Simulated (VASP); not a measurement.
Set up this calculation in VASP 6.6.1, as the native input.

```
Task                   : single point
Functional             : LDA
Potentials or basis    : VASP PAW LDA potentials, release 64 (Si)
Cutoff                 : 520 eV
k mesh                 : 2 × 2 × 2
Occupations            : gaussian, width 0.05 eV
Spin                   : no spin polarisation
Dipole correction      : no
Further INCAR settings : LREAL = Auto; ALGO = Normal; EDIFF = 1e-06; NBANDS = 48
```

The structure of Si (a cell with a defect) lies in POSCAR:

```
Si
1.0
    0.0000000000      5.4300000000      5.4300000000
    5.4300000000      0.0000000000      5.4300000000
    5.4300000000      5.4300000000      0.0000000000
Si
17
Direct
   -0.0004174954     -0.0011629834      0.0008255985
    0.1211397790      0.1284852670      0.1219620626
   -0.0058497238      0.0019981584      0.5019622468
    0.1211147330      0.1285068140      0.6284828729
   -0.0004224678      0.5008406998      0.0008062615
    0.1243840700      0.6252341621      0.1252126151
   -0.0004190608      0.5008536832      0.4988166667
    0.1211519337      0.6219942910      0.6284511971
    0.5011150092      0.0023827808     -0.0057899632
    0.6272941989      0.1282652855      0.1222409761
    0.5010867403      0.0023664825      0.5023368324
    0.6250475138      0.1249777164      0.6249823204
    0.4980294659      0.5006976059      0.0006674033
    0.6272856354      0.6222756906      0.1222556169
    0.5011290976      0.4942101289      0.5023607735
    0.6272914365      0.6222658379      0.6282382136
    0.3750375691     -0.1250180479      0.3749860037
```

One way to write it, as run:

INCAR

```
SYSTEM = Si
  PREC = Accurate
  ENCUT = 520
  EDIFF = 1E-6
  ISMEAR = 0
  SIGMA = 0.05
  LREAL = Auto
  LASPH = .True.
  NELM = 60
  ALGO = Normal
  ISIF = 2
  LWAVE = .False.
  LCHARG = .False.
  NBANDS = 48
```

KPOINTS

```
regular mesh
0
Gamma
  2 2 2
  0 0 0
```

Potentials or basis: VASP PAW LDA potentials, release 64 (Si).

Command:

```sh
$ cat potpaw_LDA.64/Si/POTCAR > POTCAR
$ mpirun -np 1 vasp_std > vasp.out
```

Results of the run:

```
Pressure               : 1.8 GPa
Largest force          : 0.014 eV/Å
Band gap on the k mesh : zero (bands 34 and 35 overlap by 0.24 eV)
```

Caveat: the k points lie up to 0.50 Å⁻¹ apart.

Wall time 6.1 min on 1 thread of Intel Xeon 8259CL, with other jobs on the host, peak memory 0.38 GiB.
